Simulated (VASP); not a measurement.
## AlClF2: single point with PBE

AlClF2:

```xyz
4
Lattice="-1.8424 1.8424 5.4597 1.8424 -1.8424 5.4597 1.8424 1.8424 -5.4597" Properties=species:S:1:pos:R:3 pbc="T T T"
Al    0.0000    0.0000    0.0000
Cl    0.0000    0.0000    5.4597
F     0.0000    0.0000    1.6411
F     0.0000    0.0000    9.2783
```

The cell was generated, and may not be a known phase.

```json
{
  "Program": "VASP 6.6.1",
  "Task": "single point",
  "Functional": "PBE",
  "Potentials or basis": "VASP PAW PBE potentials, release 64 (Al, Cl, F)",
  "Cutoff": "520 eV",
  "k mesh": "10 × 10 × 10",
  "Occupations": "gaussian, width 0.02 eV",
  "Spin": "no spin polarisation"
}
```

```json
{"Pressure": "0.2 GPa", "Largest force": "0.169 eV/Å", "Band gap on the k mesh": "3.93 eV (least direct gap 4.47 eV)"}
```

Forces on the atoms (eV/Å):
```
Al   0.000  0.000  0.000
Cl   0.000  0.000  0.000
F    0.000  0.000  0.169
F    0.000  0.000 -0.169
```

Stress tensor (GPa, compression positive):
```
-0.23  0.00  0.00
 0.00 -0.23  0.00
 0.00  0.00  1.00
```

Levels at points of the mesh, in eV from the valence-band top:
| k point | band 10 | band 11 | band 12 | band 13 | band 14 | band 15 |
| --- | --- | --- | --- | --- | --- | --- |
| (0.00, 0.00, 0.00) | -0.73 | -0.55 | -0.55 | 3.93 | 6.95 | 9.63 |
| (0.50, 0.00, 0.00) | -1.51 | -1.32 | 0.00 | 6.15 | 7.75 | 8.42 |
| (0.50, 0.50, 0.00) | -0.82 | -0.64 | -0.59 | 4.43 | 11.05 | 11.05 |
| (0.50, 0.50, 0.50) | -0.97 | -0.62 | -0.62 | 4.16 | 6.91 | 10.01 |

Run time: 2.2 min on 1 thread of Intel(R) Xeon(R) 6975P-C (Granite Rapids), on a shared host, peak memory 0.4 GiB.

A k mesh can miss the band edges.
